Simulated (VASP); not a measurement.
A run of VASP 6.6.1 is set up as follows.

Contents of INCAR:

```
SYSTEM = Pr3MgH2
ALGO = Normal ; EDIFF = 1E-6
ENCUT = 600 ; GGA = PE
GGA_COMPAT = .False. ; ISIF = 2
ISMEAR = 0 ; LASPH = .True.
LCHARG = .False. ; LMAXMIX = 6
LREAL = .False. ; LWAVE = .False.
NBANDS = 28 ; NELM = 200
PREC = Accurate ; SIGMA = 0.1
```

KPOINTS

```
k-points
0
Gamma
  6 6 6
  0 0 0
```

POSCAR

```
Pr3MgH2
1.0
   -2.5005006733      2.5005006733      5.1194522205
    2.5005006733     -2.5005006733      5.1194522205
    2.5005006733      2.5005006733     -5.1194522205
Pr Mg H
3 1 2
Direct
    0.7500000000      0.2500000000      0.5000000000
    0.2500000000      0.7500000000      0.5000000000
    0.0000000000      0.0000000000      0.0000000000
    0.5000000000      0.5000000000      0.0000000000
    0.5000000000      0.0000000000      0.5000000000
    0.0000000000      0.5000000000      0.5000000000
```

Potentials or basis: VASP PAW PBE potentials, release 64 (Pr_3, Mg, H), 4f in core.

Command:

```bash
$ cat potpaw_PBE.64/Pr_3/POTCAR potpaw_PBE.64/Mg/POTCAR potpaw_PBE.64/H/POTCAR > POTCAR
$ mpirun -np 1 vasp_std > vasp.out
```

Question: Estimate the pressure.

Answer: -0.1 GPa.

Question: Predict the band gap on the k mesh.

Answer: Zero (an odd number of electrons rules out a gap without spin polarisation).

Stress tensor (GPa, compression positive):
```
-0.01  0.00  0.00
 0.00 -0.01  0.00
 0.00  0.00 -0.13
```

Caveat: spin-orbit coupling is left out, which moves the levels of the heavy elements; the 4f electrons are frozen in the core, so they carry no moment and show no levels. Spin polarisation is off, so any magnetic state and its effect on volume and gap are missing.
